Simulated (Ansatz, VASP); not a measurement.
**BePd: VASP beside Ansatz**

INCAR

```
PREC = Accurate
ENCUT = 600
EDIFF = 1E-6
ISMEAR = -1
SIGMA = 0.05
LREAL = F
LASPH = T
NELM = 100
ALGO = Normal
ISIF = 3
LWAVE = F
LCHARG = F
GGA = CA
IBRION = 2
NSW = 100
EDIFFG = -0.002
```

KPOINTS

```
Automatic mesh
0
Gamma
  12 12 12
```

The input POSCAR:

```
BePd
1.0
    2.8130000000      0.0000000000      0.0000000000
    0.0000000000      2.8130000000      0.0000000000
    0.0000000000      0.0000000000      2.8130000000
Be Pd
1 1
Direct
    0.0000000000      0.0000000000      0.0000000000
    0.5000000000      0.5000000000      0.5000000000
```

Input for Ansatz:

```yaml
crystal:
  lattice:
    - [2.813, 0.0, 0.0]
    - [0.0, 2.813, 0.0]
    - [0.0, 0.0, 2.813]
  atoms:
    - { symbol: Be, position: [0.0, 0.0, 0.0] }
    - { symbol: Pd, position: [0.5, 0.5, 0.5] }
kpoints:
  mp_grid: { grid: [12, 12, 12] }
scf:
  occupations: { method: fermi_dirac, width: 0.05 }
hamiltonian:
  xc: lda
  pseudopotentials: { kind: paw }
relax:
  f_tol: 0.002
  max_steps: 80
  cell: {}
output:
  forces: true
  stress: true
```

Alike in both runs: task relaxation of cell and atoms; functional LDA; k mesh 12 × 12 × 12; occupations fermi-dirac, width 0.05 eV; no spin polarisation.

|  | VASP | Ansatz |
| --- | --- | --- |
| version | VASP 6.6.1 | Ansatz 0.2.0 |
| potentials or method | VASP PAW LDA potentials, release 64 (Be, Pd) | PAW with Ansatz's default frozen-core files, scalar-relativistic |
| plane-wave cutoff (eV) | 600 | 420 |
| valence electrons in the cell | 12 | 20 |

```csv
,VASP,Ansatz,Ansatz less VASP
relaxed volume (Å³/atom),10.70,10.66,-0.035
relaxed length of the cell vector where the two differ most in proportion (Å),2.776,2.773,-0.0030
```

LDA's correlation is that of Perdew and Zunger in VASP and of Perdew and Wang (1992) in Ansatz. VASP's potentials hold 12 valence electrons a cell and Ansatz's 20, so a difference there can come from the potentials and not from the codes.
